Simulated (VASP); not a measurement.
Crystal: C.

```xyz
2
Lattice="0.0000 1.8938 1.6422 1.7614 0.0000 1.6422 1.7614 1.8938 0.0000" Properties=species:S:1:pos:R:3 pbc="T T T"
C     1.7614    1.8938    1.6422
C     2.6420    2.8407    2.4632
```

This cell differs from its parent crystal: strain +e along x and -e along y -0.0375, strain +e along z and -e/2 along x and y -0.0700.

Base run:

* Program: VASP 6.6.1
* Functional: LDA
* Potentials or basis: VASP PAW LDA potentials, release 64 (C_h)
* Cutoff: 910 eV
* k mesh: 12 × 12 × 12
* Occupations: gaussian, width 0.05 eV
* Spin: no spin polarisation

Its results: band gap on the k mesh 1.56 eV, indirect (least direct gap 3.90 eV); pressure 3.4 GPa.

Task: The run is repeated on the same cell with these changes: potentials or basis from VASP PAW LDA potentials, release 64 (C_h) to VASP PAW LDA potentials, release 64 (C); cutoff from 910 eV to 520 eV. What comes out?

Result: Band gap on the k mesh 1.56 eV, indirect (least direct gap 3.90 eV); pressure 4.3 GPa.

Caveats: the cutoff is under 1.25 times the usual one of these potentials, so pressure, stress and relaxed cells hold a basis-set (Pulay) error (some runs).

A k mesh can miss the band edges.
